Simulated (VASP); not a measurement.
# MgS (Immm) in VASP: further runs

Runs on MgS. Level: PBEsol. Tasks: single point.

Everything below comes from runs of VASP 6.6.1. Logs are shortened: lines on timing, memory, paths and dates and some standing lists are left out, and cuts for length are marked.

## (1) The cell of the first run

The structure is orthorhombic, space group Immm (No. 71). The conventional cell has a = 3.518 Å, b = 3.703 Å, c = 5.219 Å, α = 90.00°, β = 90.00°, γ = 90.00°. Within 3.8 Å of Mg (site symmetry mmm) lie 6 S at 2.55 to 2.61 Å and 12 Mg at 3.52 to 3.70 Å. S (site symmetry mmm) has 6 Mg at 2.55 to 2.61 Å and 12 S at 3.52 to 3.70 Å within 3.8 Å.

## (2) Single point, PBEsol (uniaxial strain along a: -4.0 %, then relaxed in part)

File INCAR:

```
SYSTEM = MgS
PREC     = Accurate       ! precision mode
ENCUT    = 520            ! plane-wave cutoff, eV
EDIFF    = 1E-6           ! SCF threshold, eV
ISMEAR   = 0              ! smearing method
SIGMA    = 0.02           ! smearing width, eV
LREAL    = .FALSE.        ! projectors in reciprocal space
LASPH    = .TRUE.         ! aspherical terms in the spheres
NELM     = 60             ! most SCF steps
ALGO     = Normal         ! electronic algorithm
ISIF     = 2              ! what is computed and relaxed
LWAVE    = .FALSE.        ! write WAVECAR
LCHARG   = .FALSE.        ! write CHGCAR
GGA      = PS             ! functional
NBANDS   = 16             ! bands
```

File KPOINTS:

```
Automatic mesh
0
G
  6 6 6
  0 0 0
```

File POSCAR:

```
MgS
1.0
    2.4873346638      2.4873346638      0.0000000000
   -2.6183520275      2.6183520275      0.0000000000
    0.0000000000      0.0000000000      5.2194729106
Mg S
2 2
Direct
    0.0000000000      0.0000000000      0.0000000000
    0.5000000000      0.5000000000      0.5000000000
    0.5000000000      0.5000000000      0.0000000000
    0.0000000000      0.0000000000      0.5000000000
```

Potentials or basis: VASP PAW PBE potentials, release 64 (Mg, S).

Launch:

```bash
$ cat potpaw_PBE.64/Mg/POTCAR potpaw_PBE.64/S/POTCAR > POTCAR
$ mpirun -np 1 vasp_std > vasp.out
```

OUTCAR:

```text
SYSTEM = MgS
   PREC = Accurate
   ENCUT = 520
   EDIFF = 1E-6
   ISMEAR = 0
   LREAL = .FALSE.
   LASPH = .TRUE.
   NELM = 60
   ISIF = 2
   GGA = PS

 ion  position               nearest neighbor table
   1  0.000  0.000  0.000-   3 2.55   3 2.55   3 2.55   3 2.55   4 2.61   4 2.61   2 3.65   2 3.65
                             2 3.65   2 3.65   2 3.65   2 3.65   2 3.65   2 3.65
   2  0.500  0.500  0.500-   4 2.55   4 2.55   4 2.55   4 2.55   3 2.61   3 2.61   1 3.65   1 3.65
                             1 3.65   1 3.65   1 3.65   1 3.65   1 3.65   1 3.65
   3  0.500  0.500  0.000-   1 2.55   1 2.55   1 2.55   1 2.55   2 2.61   2 2.61
   4  0.000  0.000  0.500-   2 2.55   2 2.55   2 2.55   2 2.55   1 2.61   1 2.61

  LATTYP: Found a simple orthorhombic cell.
 ALAT       =     3.5176224157
 B/A-ratio  =     1.0526737980
 C/A-ratio  =     1.4838070417

  Lattice vectors:

 A1 = (   2.4873346638,   2.4873346638,   0.0000000000)
 A2 = (  -2.6183520275,   2.6183520275,   0.0000000000)
 A3 = (   0.0000000000,   0.0000000000,   5.2194729106)

Analysis of symmetry for initial positions (statically):
=====================================================================
 Subroutine PRICEL returns following result:

  LATTYP: Found a body centered orthorhombic cell.
 ALAT       =     3.5176224157
 B/A-ratio  =     1.0526737980
 C/A-ratio  =     1.4838070417

  Lattice vectors:

 A1 = (   0.0655086818,  -2.5528433456,  -2.6097364553)
 A2 = (  -0.0655086818,   2.5528433456,  -2.6097364553)
 A3 = (   2.5528433457,  -0.0655086819,   2.6097364553)

   2 primitive cells build up your supercell.

 Routine SETGRP: Setting up the symmetry group for a
 simple orthorhombic supercell.

 Subroutine GETGRP returns: Found  8 space group operations
 (whereof  8 operations were pure point group operations)
 out of a pool of  8 trial point group operations.

The static configuration has the point symmetry D_2h.

Analysis of symmetry for dynamics (positions and initial velocities):
=====================================================================
 Subroutine PRICEL returns following result:

  LATTYP: Found a body centered orthorhombic cell.
 ALAT       =     3.5176224157
 B/A-ratio  =     1.0526737980
 C/A-ratio  =     1.4838070417

  Lattice vectors:

 A1 = (   0.0655086818,  -2.5528433456,  -2.6097364553)
 A2 = (  -0.0655086818,   2.5528433456,  -2.6097364553)
 A3 = (   2.5528433457,  -0.0655086819,   2.6097364553)

   2 primitive cells build up your supercell.

 Routine SETGRP: Setting up the symmetry group for a
 simple orthorhombic supercell.

 Subroutine GETGRP returns: Found  8 space group operations
 (whereof  8 operations were pure point group operations)
 out of a pool of  8 trial point group operations.

The dynamic configuration has the point symmetry D_2h.

 Subroutine INISYM returns: Found  8 space group operations
 (whereof  8 operations are pure point group operations),
 and found     2 'primitive' translations

----------------------------------------------------------------------------------------

                                     Primitive cell

  volume of cell :      33.9930

  direct lattice vectors                    reciprocal lattice vectors
     0.065508682 -2.552843346 -2.609736455     0.190959808 -0.190959808 -0.191590227
    -0.065508682  2.552843346 -2.609736455     0.201018386  0.201018386 -0.191590227
     2.552843346 -0.065508682  2.609736455     0.391978194  0.010058578  0.000000000

  length of vectors
     3.651304548  3.651304548  3.651304548     0.331116462  0.342817150  0.392107230

  position of ions in fractional coordinates (direct lattice)
     0.000000000  0.000000000  0.000000000
     0.500000000  0.500000000  0.000000000

  ion indices of the primitive-cell ions
   primitive index   ion index
                 1           1
                 2           4

----------------------------------------------------------------------------------------

 KPOINTS: Automatic mesh

Automatic generation of k-mesh.
 Grid dimensions read from file:
 generate k-points for:    6    6    6

 Generating k-lattice:

  Cartesian coordinates                     Fractional coordinates (reciprocal lattice)
     0.033503064  0.033503064  0.000000000     0.166666667  0.000000000  0.000000000
    -0.031826635  0.031826635  0.000000000     0.000000000  0.166666667  0.000000000
     0.000000000  0.000000000  0.031931705     0.000000000  0.000000000  0.166666667

  Length of vectors
     0.047380488  0.045009658  0.031931705

  Shift w.r.t. Gamma in fractional coordinates (k-lattice)
     0.000000000  0.000000000  0.000000000

 Subroutine IBZKPT returns following result:
 ===========================================

 Found     64 irreducible k-points:

 Following reciprocal coordinates:
            Coordinates               Weight
  0.000000  0.000000  0.000000      1.000000
  0.166667  0.000000  0.000000      2.000000
  0.333333  0.000000  0.000000      2.000000
  0.500000  0.000000  0.000000      1.000000
  0.000000  0.166667  0.000000      2.000000
  0.166667  0.166667  0.000000      4.000000
[... 16 lines left out ...]
  0.333333  0.166667  0.166667      8.000000
  0.500000  0.166667  0.166667      4.000000
 [... further k-points ...]
   k-points           NKPTS =     64   k-points in BZ     NKDIM =     64   number of bands    NBANDS=     16
   number of dos      NEDOS =    301   number of ions     NIONS =      4
   total plane-waves  NPLWV =  31360
   dimension x,y,z NGX =    28 NGY =   28 NGZ =   40
   dimension x,y,z NGXF=    56 NGYF=   56 NGZF=   80
   ions per type =               2   2
   NGX,Y,Z   is equivalent  to a cutoff of  13.23, 12.57, 12.74 a.u.
   NGXF,Y,Z  is equivalent  to a cutoff of  26.47, 25.14, 25.48 a.u.
 SYSTEM =  MgS
   PREC   = accura    normal or accurate (medium, high low for compatibility)
   ISTART =      0    job   : 0-new  1-cont  2-samecut
   ICHARG =      2    charge: 1-file 2-atom 10-const
   ISPIN  =      1    spin polarized calculation?
   LNONCOLLINEAR =      F non collinear calculations
   LSORBIT =      F    spin-orbit coupling
   LASPH  =      T    aspherical Exc in radial PAW
   ENCUT  =  520.0 eV  38.22 Ry    6.18 a.u.   6.54  6.88  9.70*2*pi/ulx,y,z
   NELM   =     60;   NELMIN=  2; NELMDL= -5     # of ELM steps
   EDIFF  = 0.1E-05   stopping-criterion for ELM
   LREAL  =      F    real-space projection
   EDIFFG = 0.1E-04   stopping-criterion for IOM
   NSW    =      0    number of steps for IOM
   IBRION =     -1    ionic relax: 0-MD 1-quasi-New 2-CG
   NFREE  =      0    steps in history (QN), initial steepest desc. (CG)
   ISIF   =      2    stress and relaxation
   ISYM   =      2    0-nonsym 1-usesym 2-fastsym
   POTIM  = 0.5000    time-step for ionic-motion
   TEBEG  =    0.0;   TEEND  =   0.0 temperature during run
   PSTRESS=    0.0 pullay stress
   NELECT =      16.0000    total number of electrons
   NUPDOWN=      -1.0000    fix difference up-down
   EMIN   =  10.00;   EMAX   =-10.00  energy-range for DOS
   EFERMI =   0.00;   METHOD = LEGACY
   ISMEAR =     0;   SIGMA  =   0.02  broadening in eV -4-tet -1-fermi 0-gaus
   EFERMI_NEDOS =   21; number of points for ismear=-14 and -15
   IALGO  =     38    algorithm
   IMIX   =      4    mixing-type and parameters
     AMIX     =   0.40;   BMIX     =  1.00
     AMIX_MAG =   1.60;   BMIX_MAG =  1.00
  volume/ion in A,a.u.               =      17.00       114.70
  Fermi-wavevector in a.u.,A,eV,Ry     =   1.010746  1.910032 13.899802  1.021607
  Thomas-Fermi vector in A             =   2.143753
   LORBIT       =      0    0 simple, 1 ext, 2 COOP (PROOUT), +10 PAW based schemes
   GGA     = PS    functional components
   LHFCALC =     F    Hartree Fock is set to
   AEXX    =    0.0000 exact exchange contribution
   IVDW    =     0    specifies the selected vdW correction
   LEPSILON=     F    determine dielectric tensor
   LRPA    =     F    only Hartree local field effects (RPA)
 non-spin polarized calculation
 Gauss-broadening in eV      SIGMA  =   0.02
  energy-cutoff  :      520.00
  volume of cell :       67.99
 maximum number of plane-waves:      1876
 NGX is ok and might be reduce to    28
   NGX = 13   NGY = 13   NGZ = 19

 number of electron      16.0000002 magnetization

 Free energy of the ion-electron system (eV)
  ---------------------------------------------------
  ext. energy  EPLUGINS =         0.00000000
  ---------------------------------------------------
  free energy    TOTEN  =       -18.09916675 eV

  energy without entropy =      -18.09916675  energy(sigma->0) =      -18.09916675

 E-fermi :   4.3724     XC(G=0):  -9.9837

 val. band max:        4.2361595295   @ k =   0.0000   0.0000   0.0000
 cond. band min:       6.7421633103   @ k =   0.0000   0.0000   0.0000
 fundamental gap:      2.5060037808
 Fermi energy:         4.3723841117

 k-point     1 :       0.0000    0.0000    0.0000
  band No.  band energies     occupation
      1      -8.8905      2.00000
      2      -7.1287      2.00000
      3      -0.4689      2.00000
      4       1.9482      2.00000
      5       2.6413      2.00000
      6       3.7255      2.00000
[... 8 lines left out ...]
     15      14.1895      0.00000
     16      14.5455      0.00000

 k-point     2 :       0.1667    0.0000    0.0000
  band No.  band energies     occupation
      1      -8.6823      2.00000
      2      -7.0789      2.00000
      3      -0.2176      2.00000
      4       1.5346      2.00000
      5       2.1170      2.00000
      6       2.9847      2.00000
[... 8 lines left out ...]
     15      13.1178      0.00000
     16      14.2051      0.00000

 k-point     3 :       0.3333    0.0000    0.0000
  band No.  band energies     occupation
      1      -8.1258      2.00000
      2      -7.0887      2.00000
      3       0.2146      2.00000
      4       0.5104      2.00000
      5       1.1703      2.00000
      6       2.5725      2.00000
[... 8 lines left out ...]
     15      12.6922      0.00000
     16      12.7465      0.00000
[... 362 lines left out ...]
 k-point    23 :       0.3333    0.1667    0.1667
  band No.  band energies     occupation
      1      -7.9136      2.00000
      2      -7.1016      2.00000
      3      -0.0643      2.00000
      4       0.7287      2.00000
      5       1.0754      2.00000
      6       2.1799      2.00000
[... 8 lines left out ...]
     15      12.6711      0.00000
     16      13.3579      0.00000

 k-point    24 :       0.5000    0.1667    0.1667
  band No.  band energies     occupation
      1      -7.3482      2.00000
      2      -7.3482      2.00000
      3      -0.2026      2.00000
      4      -0.2026      2.00000
      5       1.9657      2.00000
      6       1.9657      2.00000
[... 8 lines left out ...]
     15      13.0530      0.00000
     16      13.0530      0.00000

 [... further k-points ...]

------------------------ aborting loop because EDIFF is reached ----------------------------------------

  FORCE on cell =-STRESS in cart. coord.  units (eV):
  Direction    XX          YY          ZZ          XY          YZ          ZX
  --------------------------------------------------------------------------------------
  -------------------------------------------------------------------------------------
  Total        1.1852394      1.1852394     -0.0804927      1.2677043      0.0000000      0.0000000
  in kB       27.9317243     27.9317243     -1.8969159     29.8751195      0.0000000      0.0000000
  external PRESSURE =      17.9888442 kB  Pullay stress =       0.0000000 kB

 VOLUME and BASIS-vectors are now :
 -----------------------------------------------------------------------------
  energy-cutoff  :      520.00
  volume of cell :       67.99
      direct lattice vectors                 reciprocal lattice vectors
     2.487334664  2.487334664  0.000000000     0.201018386  0.201018386  0.000000000
    -2.618352027  2.618352027  0.000000000    -0.190959808  0.190959808  0.000000000
     0.000000000  0.000000000  5.219472911     0.000000000  0.000000000  0.191590227

 POSITION                                       TOTAL-FORCE (eV/Angst)
 -----------------------------------------------------------------------------------
      0.00000      0.00000      0.00000         0.000000      0.000000      0.000000
     -0.06551      2.55284      2.60974        -0.000000      0.000000     -0.000000
     -0.06551      2.55284      0.00000         0.000000     -0.000000      0.000000
      0.00000      0.00000      2.60974        -0.000000      0.000000      0.000000
 -----------------------------------------------------------------------------------
    total drift:                               -0.000000      0.000000     -0.000000

  FREE ENERGIE OF THE ION-ELECTRON SYSTEM (eV)
  ---------------------------------------------------
  free  energy   TOTEN  =       -18.0991667527 eV

  energy  without entropy=      -18.0991667527  energy(sigma->0) =      -18.09916675
```

Run time: 52 s. Hardware: 1 thread of AMD EPYC 7R13 (Zen 3), shared host; peak memory 0.18 GiB.

What came out:

```yaml
Free_energy: -18.0992 eV
Pressure: 1.8 GPa
Band_gap_on_the_k_mesh: 2.51 eV
```

Levels at points of the mesh, in eV from the valence-band top:
```
           k point  band 6  band 7  band 8  band 9  band 10  band 11
(0.00, 0.00, 0.00)   -0.51   -0.19    0.00    2.51     3.59     4.09
(0.50, 0.00, 0.00)   -2.62   -1.09   -1.09    5.18     5.18     7.42
(0.00, 0.50, 0.00)   -2.79   -0.63   -0.63    5.78     5.78     7.55
(0.50, 0.50, 0.00)   -2.15   -1.95   -1.95    2.51     2.51     3.88
(0.00, 0.00, 0.50)   -1.54   -0.91   -0.91    4.59     4.59     5.40
(0.50, 0.00, 0.50)   -1.06   -0.93   -0.93    4.03     4.03     6.39
(0.00, 0.50, 0.50)   -0.90   -0.59   -0.59    4.34     4.34     6.61
(0.50, 0.50, 0.50)   -3.66   -2.62   -2.62    4.98     4.98     7.45
```

Caveat: the cell differs from its parent crystal (uniaxial strain along a: -4.0 %, then relaxed in part); the PAW data sets were made with another functional, which shifts forces and pressure a little.

[end of part 1 of 2]
